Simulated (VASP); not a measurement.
Input of a VASP 6.6.1 run:

File INCAR:

```
  ALGO = Normal
  EDIFF = 1E-6
  ENCUT = 520
  GGA = PS
  ISIF = 2
  ISMEAR = -1
  LASPH = True
  LCHARG = False
  LREAL = False
  LWAVE = False
  NBANDS = 12
  NELM = 100
  PREC = Accurate
  SIGMA = 0.03
```

The input KPOINTS:

```
k-points
0
Gamma
  5 5 3
```

The input POSCAR:

```
Sb
1.0
    3.3545324186      0.0000000000      0.0000000000
   -1.6772662093      2.9051102923      0.0000000000
    0.0000000000      0.0000000000      5.4701606500
Sb
2
Direct
    0.6666666667      0.3333333333      0.7500000000
    0.3333333333      0.6666666667      0.2500000000
```

Potentials or basis: VASP PAW PBE potentials, release 64 (Sb).

Command:

```sh
$ cat potpaw_PBE.64/Sb/POTCAR > POTCAR
$ mpirun -np 1 vasp_std > vasp.out
```

Problem. Estimate the pressure.

Solution. -2.7 GPa.

Problem. Predict the band gap on the k mesh.

Solution. Zero (bands 5 and 6 overlap by 5.71 eV).

Stress tensor (GPa, compression positive):
```
-4.40  0.00  0.00
 0.00 -4.40  0.00
 0.00  0.00  0.81
```

Caveat: the k points lie up to 0.43 Å⁻¹ apart, too coarse for converged energies and pressures of a metal; the PAW data sets were made with another functional, which shifts forces and pressure a little; spin-orbit coupling is left out, which moves the levels of the heavy elements.
